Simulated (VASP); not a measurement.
# Lu (Fm-3m) in VASP: notebook

Lu is run at these levels: RPBE; tasks: single point.

Program: VASP 6.6.1. These are calculated values, not measurements. Logs are shortened: lines on timing, memory, paths and dates and some standing lists are left out, and cuts for length are marked.

## 1. The cell of the first run

Symmetry: Fm-3m, No. 225, cubic system. The conventional cell has a = 5.030 Å, b = 5.030 Å, c = 5.030 Å, α = 90.00°, β = 90.00°, γ = 90.00°. Within 4.7 Å of Lu (site symmetry m-3m) lie 12 Lu at 3.56 Å.

This isn't the form of Lu at room conditions, which is hcp.

## 2. Single point, RPBE (31.82 Å³/atom)

Input file INCAR:

```
PREC = Accurate
ENCUT = 520
EDIFF = 1E-7
ISMEAR = -1
SIGMA = 0.1
LREAL = F
LASPH = T
NELM = 80
ALGO = Normal
ISIF = 2
LWAVE = F
LCHARG = F
GGA = RP
NBANDS = 18
```

Input file KPOINTS:

```
regular mesh
0
Gamma
  12 12 12
```

Input file POSCAR:

```
Lu
1.0
    0.0000000000      2.5151919085      2.5151919085
    2.5151919085      0.0000000000      2.5151919085
    2.5151919085      2.5151919085      0.0000000000
Lu
1
Direct
    0.0000000000      0.0000000000      0.0000000000
```

Potentials or basis: VASP PAW PBE potentials, release 64 (Lu).

Started as:

```
$ cat potpaw_PBE.64/Lu/POTCAR > POTCAR
$ mpirun -np 1 vasp_std > vasp.out
```

OUTCAR:

```text
PREC = Accurate
   ENCUT = 520
   EDIFF = 1E-7
   ISMEAR = -1
   LREAL = F
   LASPH = T
   NELM = 80
   ISIF = 2
   GGA = RP

 ion  position               nearest neighbor table
   1  0.000  0.000  0.000-

  LATTYP: Found a face centered cubic cell.
 ALAT       =     5.0303838170

  Lattice vectors:

 A1 = (   0.0000000000,   2.5151919085,   2.5151919085)
 A2 = (   2.5151919085,   0.0000000000,   2.5151919085)
 A3 = (   2.5151919085,   2.5151919085,   0.0000000000)

Analysis of symmetry for initial positions (statically):
=====================================================================
 Subroutine PRICEL returns:
 Original cell was already a primitive cell.

 Routine SETGRP: Setting up the symmetry group for a
 face centered cubic supercell.

 Subroutine GETGRP returns: Found 48 space group operations
 (whereof 48 operations were pure point group operations)
 out of a pool of 48 trial point group operations.

The static configuration has the point symmetry O_h .

Analysis of symmetry for dynamics (positions and initial velocities):
=====================================================================
 Subroutine PRICEL returns:
 Original cell was already a primitive cell.

 Routine SETGRP: Setting up the symmetry group for a
 face centered cubic supercell.

 Subroutine GETGRP returns: Found 48 space group operations
 (whereof 48 operations were pure point group operations)
 out of a pool of 48 trial point group operations.

The dynamic configuration has the point symmetry O_h .

 Subroutine INISYM returns: Found 48 space group operations
 (whereof 48 operations are pure point group operations),
 and found     1 'primitive' translations

----------------------------------------------------------------------------------------

                                     Primitive cell

  volume of cell :      31.8232

  direct lattice vectors                    reciprocal lattice vectors
     0.000000000  2.515191908  2.515191908    -0.198791988  0.198791988  0.198791988
     2.515191908  0.000000000  2.515191908     0.198791988 -0.198791988  0.198791988
     2.515191908  2.515191908  0.000000000     0.198791988  0.198791988 -0.198791988

  length of vectors
     3.557018509  3.557018509  3.557018509     0.344317824  0.344317824  0.344317824

  position of ions in fractional coordinates (direct lattice)
     0.000000000  0.000000000  0.000000000

  ion indices of the primitive-cell ions
   primitive index   ion index
                 1           1

----------------------------------------------------------------------------------------

 KPOINTS: regular mesh

Automatic generation of k-mesh.
 Grid dimensions read from file:
 generate k-points for:   12   12   12

 Generating k-lattice:

  Cartesian coordinates                     Fractional coordinates (reciprocal lattice)
    -0.016565999  0.016565999  0.016565999     0.083333333  0.000000000  0.000000000
     0.016565999 -0.016565999  0.016565999     0.000000000  0.083333333  0.000000000
     0.016565999  0.016565999 -0.016565999     0.000000000  0.000000000  0.083333333

  Length of vectors
     0.028693152  0.028693152  0.028693152

  Shift w.r.t. Gamma in fractional coordinates (k-lattice)
     0.000000000  0.000000000  0.000000000

 Subroutine IBZKPT returns following result:
 ===========================================

 Found     72 irreducible k-points:

 Following reciprocal coordinates:
            Coordinates               Weight
  0.000000  0.000000  0.000000      1.000000
  0.083333  0.000000  0.000000      8.000000
  0.166667  0.000000  0.000000      8.000000
  0.250000  0.000000  0.000000      8.000000
  0.333333  0.000000  0.000000      8.000000
  0.416667  0.000000  0.000000      8.000000
[... 16 lines left out ...]
  0.500000  0.166667  0.000000     24.000000
 -0.416667  0.166667  0.000000     24.000000
 [... further k-points ...]
   k-points           NKPTS =     72   k-points in BZ     NKDIM =     72   number of bands    NBANDS=     18
   number of dos      NEDOS =    301   number of ions     NIONS =      1
   total plane-waves  NPLWV =  21952
   dimension x,y,z NGX =    28 NGY =   28 NGZ =   28
   dimension x,y,z NGXF=    56 NGYF=   56 NGZF=   56
   ions per type =               1
   NGX,Y,Z   is equivalent  to a cutoff of  13.09, 13.09, 13.09 a.u.
   NGXF,Y,Z  is equivalent  to a cutoff of  26.17, 26.17, 26.17 a.u.
 SYSTEM =  unknown system
   PREC   = accura    normal or accurate (medium, high low for compatibility)
   ISTART =      0    job   : 0-new  1-cont  2-samecut
   ICHARG =      2    charge: 1-file 2-atom 10-const
   ISPIN  =      1    spin polarized calculation?
   LNONCOLLINEAR =      F non collinear calculations
   LSORBIT =      F    spin-orbit coupling
   LASPH  =      T    aspherical Exc in radial PAW
   ENCUT  =  520.0 eV  38.22 Ry    6.18 a.u.   6.61  6.61  6.61*2*pi/ulx,y,z
   NELM   =     80;   NELMIN=  2; NELMDL= -5     # of ELM steps
   EDIFF  = 0.1E-06   stopping-criterion for ELM
   LREAL  =      F    real-space projection
   EDIFFG = 0.1E-05   stopping-criterion for IOM
   NSW    =      0    number of steps for IOM
   IBRION =     -1    ionic relax: 0-MD 1-quasi-New 2-CG
   NFREE  =      0    steps in history (QN), initial steepest desc. (CG)
   ISIF   =      2    stress and relaxation
   ISYM   =      2    0-nonsym 1-usesym 2-fastsym
   POTIM  = 0.5000    time-step for ionic-motion
   TEBEG  =    0.0;   TEEND  =   0.0 temperature during run
   PSTRESS=    0.0 pullay stress
   NELECT =      25.0000    total number of electrons
   NUPDOWN=      -1.0000    fix difference up-down
   EMIN   =  10.00;   EMAX   =-10.00  energy-range for DOS
   EFERMI =   0.00;   METHOD = LEGACY
   ISMEAR =    -1;   SIGMA  =   0.10  broadening in eV -4-tet -1-fermi 0-gaus
   EFERMI_NEDOS =   21; number of points for ismear=-14 and -15
   IALGO  =     38    algorithm
   IMIX   =      4    mixing-type and parameters
     AMIX     =   0.40;   BMIX     =  1.00
     AMIX_MAG =   1.60;   BMIX_MAG =  1.00
  volume/ion in A,a.u.               =      31.82       214.75
  Fermi-wavevector in a.u.,A,eV,Ry     =   1.510568  2.854560 31.046001  2.281817
  Thomas-Fermi vector in A             =   2.620741
   LORBIT       =      0    0 simple, 1 ext, 2 COOP (PROOUT), +10 PAW based schemes
   GGA     = RP    functional components
   LHFCALC =     F    Hartree Fock is set to
   AEXX    =    0.0000 exact exchange contribution
   IVDW    =     0    specifies the selected vdW correction
   LEPSILON=     F    determine dielectric tensor
   LRPA    =     F    only Hartree local field effects (RPA)
 non-spin polarized calculation
  energy-cutoff  :      520.00
  volume of cell :       31.82
 maximum number of plane-waves:       881
   NGX = 13   NGY = 13   NGZ = 13

 number of electron      25.0000001 magnetization

 Free energy of the ion-electron system (eV)
  ---------------------------------------------------
  ext. energy  EPLUGINS =         0.00000000
  ---------------------------------------------------
  free energy    TOTEN  =        -4.16664745 eV

  energy without entropy =       -4.10923683  energy(sigma->0) =       -4.13794214

 E-fermi :   2.0472     XC(G=0): -10.1100

 val. band max:        2.0467807095   @ k =   0.5000   0.0833   0.0000
 cond. band min:       2.0592978161   @ k =   0.5000   0.1667   0.0833
 fundamental gap:      0.0125171066
 Fermi energy:         2.0472445222

 k-point     1 :       0.0000    0.0000    0.0000
  band No.  band energies     occupation
      1     -54.4450      2.00000
      2     -24.9024      2.00000
      3     -24.9024      2.00000
      4     -24.9024      2.00000
      5      -3.7885      2.00000
      6      -3.1393      2.00000
[... 10 lines left out ...]
     17       6.3907      0.00000
     18      11.8856      0.00000

 k-point     2 :       0.0833    0.0000    0.0000
  band No.  band energies     occupation
      1     -54.4438      2.00000
      2     -24.9273      2.00000
      3     -24.9057      2.00000
      4     -24.9057      2.00000
      5      -3.6144      2.00000
      6      -3.1362      2.00000
[... 10 lines left out ...]
     17       6.2967      0.00000
     18      12.2897      0.00000

 k-point     3 :       0.1667    0.0000    0.0000
  band No.  band energies     occupation
      1     -54.4403      2.00000
      2     -24.9945      2.00000
      3     -24.9148      2.00000
      4     -24.9148      2.00000
      5      -3.1284      2.00000
      6      -3.1202      2.00000
[... 10 lines left out ...]
     17       6.1690      0.00000
     18      12.5894      0.00000

 k-point     4 :       0.2500    0.0000    0.0000
  band No.  band energies     occupation
      1     -54.4356      2.00000
      2     -25.0848      2.00000
      3     -24.9272      2.00000
      4     -24.9272      2.00000
      5      -3.1230      2.00000
      6      -3.0999      2.00000
[... 10 lines left out ...]
     17       6.3661      0.00000
     18      11.4912      0.00000

 k-point     5 :       0.3333    0.0000    0.0000
  band No.  band energies     occupation
      1     -54.4308      2.00000
      2     -25.1734      2.00000
      3     -24.9396      2.00000
      4     -24.9395      2.00000
      5      -3.1248      2.00000
      6      -3.0927      2.00000
[... 10 lines left out ...]
     17       6.9619      0.00000
     18      10.5126      0.00000

 k-point     6 :       0.4167    0.0000    0.0000
  band No.  band energies     occupation
      1     -54.4274      2.00000
      2     -25.2372      2.00000
      3     -24.9486      2.00000
      4     -24.9486      2.00000
      5      -3.1279      2.00000
      6      -3.1019      2.00000
[... 10 lines left out ...]
     17       7.6367      0.00000
     18       9.7071      0.00000

 k-point     7 :       0.5000    0.0000    0.0000
  band No.  band energies     occupation
      1     -54.4261      2.00000
      2     -25.2604      2.00000
      3     -24.9519      2.00000
      4     -24.9519      2.00000
      5      -3.1292      2.00000
      6      -3.1053      2.00000
[... 10 lines left out ...]
     17       7.9530      0.00000
     18       9.3477      0.00000

 k-point     8 :       0.0833    0.0833    0.0000
  band No.  band energies     occupation
      1     -54.4433      2.00000
      2     -24.9267      2.00000
      3     -24.9113      2.00000
      4     -24.9113      2.00000
      5      -3.5564      2.00000
      6      -3.1350      2.00000
[... 10 lines left out ...]
     17       6.4799      0.00000
     18      12.4330      0.00000
[... 229 lines left out ...]
     17       6.7334      0.00000
     18      13.8523      0.00000

 k-point    20 :       0.2500    0.1667    0.0000
  band No.  band energies     occupation
      1     -54.4352      2.00000
      2     -25.0497      2.00000
      3     -24.9507      2.00000
      4     -24.9485      2.00000
      5      -3.1138      2.00000
      6      -3.1006      2.00000
[... 10 lines left out ...]
     17       6.9343      0.00000
     18      13.2293      0.00000

 k-point    21 :       0.3333    0.1667    0.0000
  band No.  band energies     occupation
      1     -54.4309      2.00000
      2     -25.1228      2.00000
      3     -24.9653      2.00000
      4     -24.9642      2.00000
      5      -3.1108      2.00000
      6      -3.0939      2.00000
[... 10 lines left out ...]
     17       7.3567      0.00000
     18      11.7783      0.00000

 k-point    22 :       0.4167    0.1667    0.0000
  band No.  band energies     occupation
      1     -54.4270      2.00000
      2     -25.1865      2.00000
      3     -24.9859      2.00000
      4     -24.9721      2.00000
      5      -3.1137      2.00000
      6      -3.0978      2.00000
[... 10 lines left out ...]
     17       7.8749      0.00000
     18      10.1609      0.00000

 k-point    23 :       0.5000    0.1667    0.0000
  band No.  band energies     occupation
      1     -54.4245      2.00000
      2     -25.2243      2.00000
      3     -25.0050      2.00000
      4     -24.9724      2.00000
      5      -3.1162      2.00000
      6      -3.1049      2.00000
[... 10 lines left out ...]
     17       8.0186      0.00000
     18       9.0447      0.00000

 k-point    24 :      -0.4167    0.1667    0.0000
  band No.  band energies     occupation
      1     -54.4242      2.00000
      2     -25.2273      2.00000
      3     -25.0168      2.00000
      4     -24.9651      2.00000
      5      -3.1169      2.00000
      6      -3.1088      2.00000
[... 10 lines left out ...]
     17       8.1278      0.00000
     18       9.1907      0.00000

 [... further k-points ...]

------------------------ aborting loop because EDIFF is reached ----------------------------------------

  FORCE on cell =-STRESS in cart. coord.  units (eV):
  Direction    XX          YY          ZZ          XY          YZ          ZX
  --------------------------------------------------------------------------------------
  -------------------------------------------------------------------------------------
  Total       -0.2657948     -0.2657948     -0.2657948      0.0000000      0.0000000     -0.0000000
  in kB      -13.3817723    -13.3817723    -13.3817723      0.0000000      0.0000000     -0.0000000
  external PRESSURE =     -13.3817723 kB  Pullay stress =       0.0000000 kB

 VOLUME and BASIS-vectors are now :
 -----------------------------------------------------------------------------
  energy-cutoff  :      520.00
  volume of cell :       31.82
      direct lattice vectors                 reciprocal lattice vectors
     0.000000000  2.515191908  2.515191908    -0.198791988  0.198791988  0.198791988
     2.515191908  0.000000000  2.515191908     0.198791988 -0.198791988  0.198791988
     2.515191908  2.515191908  0.000000000     0.198791988  0.198791988 -0.198791988

 POSITION                                       TOTAL-FORCE (eV/Angst)
 -----------------------------------------------------------------------------------
      0.00000      0.00000      0.00000         0.000000      0.000000      0.000000
 -----------------------------------------------------------------------------------
    total drift:                               -0.000000     -0.000000     -0.000000

  FREE ENERGIE OF THE ION-ELECTRON SYSTEM (eV)
  ---------------------------------------------------
  free  energy   TOTEN  =        -4.1666474530 eV

  energy  without entropy=       -4.1092368286  energy(sigma->0) =       -4.13794214
```

Run time: 82 s. Hardware: 1 thread of AMD EPYC 7R13, shared host; peak memory 0.16 GiB.

Results:

* Free energy: -4.1666 eV
* Pressure: -1.3 GPa
* Band gap on the k mesh: zero (an odd number of electrons rules out a gap without spin polarisation)

Caveat: the PAW data sets were made with another functional, which shifts forces and pressure a little; spin-orbit coupling is left out, which moves the levels of the heavy elements.

## 3. Single point, RPBE (33.05 Å³/atom)

This run uses another cell than the first one, of 33.05 Å³/atom.

Input file INCAR:

```
SYSTEM = Lu
  ALGO = Normal
  EDIFF = 1E-6
  ENCUT = 520
  GGA = RP
  ISIF = 2
  ISMEAR = -1
  LASPH = .True.
  LCHARG = .False.
  LREAL = .False.
  LWAVE = .False.
  NBANDS = 18
  NELM = 80
  PREC = Accurate
  SIGMA = 0.1
```

Input file KPOINTS:

```
k-points
0
Gamma
  12 12 12
  0 0 0
```

Input file POSCAR:

```
Lu
1.0
    0.0000000000      2.5470331610      2.5470331610
    2.5470331610      0.0000000000      2.5470331610
    2.5470331610      2.5470331610      0.0000000000
Lu
1
Direct
    0.0000000000      0.0000000000      0.0000000000
```

Potentials or basis: VASP PAW PBE potentials, release 64 (Lu).

Started as:

```
$ cat potpaw_PBE.64/Lu/POTCAR > POTCAR
$ mpirun -np 1 vasp_std > vasp.out
```

It took 68 s on 1 thread of AMD EPYC 7R13, shared host; peak memory 0.17 GiB.

It converged, with:

```yaml
Free_energy: -4.1520 eV
Pressure: -2.5 GPa
Band_gap_on_the_k_mesh: zero (an odd number of electrons rules out a gap without spin polarisation)
```

Levels at points of the mesh, in eV from the Fermi level:
```csv
k point,band 9,band 10,band 11,band 12,band 13,band 14,band 15,band 16
"(0.00, 0.00, 0.00)",-5.23,-5.18,-5.18,-5.18,2.14,2.14,2.14,4.20
"(0.50, 0.00, 0.00)",-5.19,-5.19,-5.17,-2.39,0.00,1.97,1.97,5.69
"(0.50, 0.50, 0.00)",-5.20,-5.20,-5.19,-1.72,-0.56,1.40,5.71,6.12
```

Caveat: the PAW data sets were made with another functional, which shifts forces and pressure a little; spin-orbit coupling is left out, which moves the levels of the heavy elements.

## 4. Single point, RPBE (34.27 Å³/atom)

This run uses another cell than the first one, of 34.27 Å³/atom.

Input file INCAR:

```
SYSTEM = Lu
  PREC = Accurate
  ENCUT = 520
  EDIFF = 1E-6
  ISMEAR = -1
  SIGMA = 0.1
  LREAL = .FALSE.
  LASPH = .TRUE.
  NELM = 60
  ALGO = Normal
  ISIF = 2
  LWAVE = .FALSE.
  LCHARG = .FALSE.
  GGA = RP
  NBANDS = 18
```

Input file KPOINTS:

```
regular mesh
0
G
  12 12 12
  0 0 0
```

Input file POSCAR:

```
Lu
1.0
    0.0000000000      2.5780976026      2.5780976026
    2.5780976026      0.0000000000      2.5780976026
    2.5780976026      2.5780976026      0.0000000000
Lu
1
Direct
    0.0000000000      0.0000000000      0.0000000000
```

Started as:

```
$ cat potpaw_PBE.64/Lu/POTCAR > POTCAR
$ mpirun -np 1 vasp_std > vasp.out
```

Wall time 59 s (1 thread of AMD EPYC 7R13, shared host); peak memory 0.17 GiB.

Results (log left out):

| Property | Result |
| --- | --- |
| Free energy | -4.1285 eV |
| Pressure | -3.5 GPa |
| Band gap on the k mesh | zero (an odd number of electrons rules out a gap without spin polarisation) |

Levels at points of the mesh, in eV from the Fermi level:
```csv
k point,band 9,band 10,band 11,band 12,band 13,band 14,band 15,band 16
"(0.00, 0.00, 0.00)",-5.32,-5.27,-5.27,-5.27,2.10,2.10,2.10,4.07
"(0.50, 0.00, 0.00)",-5.28,-5.28,-5.26,-2.34,-0.07,1.93,1.93,5.48
"(0.50, 0.50, 0.00)",-5.29,-5.29,-5.28,-1.64,-0.50,1.28,5.50,5.89
```

Caveat: the cell stands under tension; the PAW data sets were made with another functional, which shifts forces and pressure a little; spin-orbit coupling is left out, which moves the levels of the heavy elements.

## 5. Single point, RPBE

This run uses another cell than the first one, of 30.60 Å³/atom.

Input file INCAR:

```
SYSTEM = Lu
  PREC = Accurate
  ENCUT = 520
  EDIFF = 1E-7
  ISMEAR = -1
  SIGMA = 0.1
  LREAL = .False.
  LASPH = .True.
  NELM = 100
  ALGO = Normal
  ISIF = 2
  LWAVE = .False.
  LCHARG = .True.
  GGA = RP
  LELF = .True.
  LVHAR = .True.
  NBANDS = 18
```

Input file KPOINTS:

```
regular mesh
0
Gamma
  18 18 18
  0 0 0
```

Input file POSCAR:

```
Lu
1.0
    0.0000000000      2.4825233809      2.4825233809
    2.4825233809      0.0000000000      2.4825233809
    2.4825233809      2.4825233809      0.0000000000
Lu
1
Direct
    0.0000000000      0.0000000000      0.0000000000
```

Started as:

```
$ cat potpaw_PBE.64/Lu/POTCAR > POTCAR
$ mpirun -np 1 vasp_std > vasp.out
```

Wall time 3.9 min (1 thread of AMD EPYC 7R13, shared host); peak memory 0.23 GiB.

Results (log left out):

| Property | Result |
| --- | --- |
| Free energy | -4.1711 eV |
| Pressure | 0.1 GPa |
| Band gap on the k mesh | zero (an odd number of electrons rules out a gap without spin polarisation) |

Levels at points of the mesh, in eV from the Fermi level:
| k point | band 10 | band 11 | band 12 | band 13 | band 14 | band 15 |
| --- | --- | --- | --- | --- | --- | --- |
| (0.00, 0.00, 0.00) | -5.00 | -5.00 | -5.00 | 2.23 | 2.23 | 2.23 |
| (0.50, 0.00, 0.00) | -5.02 | -5.00 | -2.50 | 0.15 | 2.04 | 2.04 |
| (0.50, 0.50, 0.00) | -5.03 | -5.02 | -1.89 | -0.69 | 1.67 | 6.16 |

Caveat: the PAW data sets were made with another functional, which shifts forces and pressure a little; spin-orbit coupling is left out, which moves the levels of the heavy elements.

## 6. The runs side by side

| cell | k mesh | gap on the mesh (eV) | pressure (GPa) |
| --- | --- | --- | --- |
| a = 3.557 Å, angles 60.0°, 1 atom | 12 × 12 × 12 | none | -1.3 |
| a = 3.602 Å, angles 60.0°, 1 atom | 12 × 12 × 12 | none | -2.5 |
| a = 3.646 Å, angles 60.0°, 1 atom | 12 × 12 × 12 | none | -3.5 |
| a = 3.511 Å, angles 60.0°, 1 atom | 18 × 18 × 18 | none | 0.1 |

Alike in all rows: task single point; level RPBE; potentials or basis VASP PAW PBE potentials, release 64 (Lu); no spin polarisation; cutoff (eV) 520; smearing fermi-dirac 0.1 eV.

Caveats: the PAW data sets were made with another functional, which shifts forces and pressure a little; spin-orbit coupling is left out, which moves the levels of the heavy elements; the cell stands under tension (at least some runs).

Absolute energies hang on the potentials; compare differences alone.

The gap in the log of VASP goes by the Fermi energy; the results here count the filled bands.